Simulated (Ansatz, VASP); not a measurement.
# One calculation of PbSe, two programs

```
Pb Se
1.0
     2.15488   -6.13395    0.00000
     2.15488    6.13395    0.00000
     0.00000    0.00000    4.45049
Pb Se
2 2
Direct
  0.63176 0.36824 0.75000
  0.36824 0.63176 0.25000
  0.86129 0.13871 0.75000
  0.13871 0.86129 0.25000
```

Alike in both runs: task single point; functional PBEsol; k mesh 6 × 6 × 4; no spin polarisation.

|  | VASP | Ansatz |
| --- | --- | --- |
| version | VASP 6.6.1 | Ansatz 0.2.0 |
| potentials or method | VASP PAW PBE potentials, release 64 (Pb_d, Se), cutoff 500 eV | plane waves, PAW |
| occupations | gaussian, width 0.01 eV | fixed |
| valence electrons in the cell | 40 | 60 |

```tsv
	VASP	Ansatz	Ansatz less VASP
gap on the k mesh at the Fermi level (eV)	1.14	1.15	+0.001
```

VASP's potentials were made for PBE, not for PBEsol. VASP's potentials hold 40 valence electrons a cell and Ansatz's 60, so a difference there can come from the potentials and not from the codes.

Neither program's run includes spin-orbit coupling.
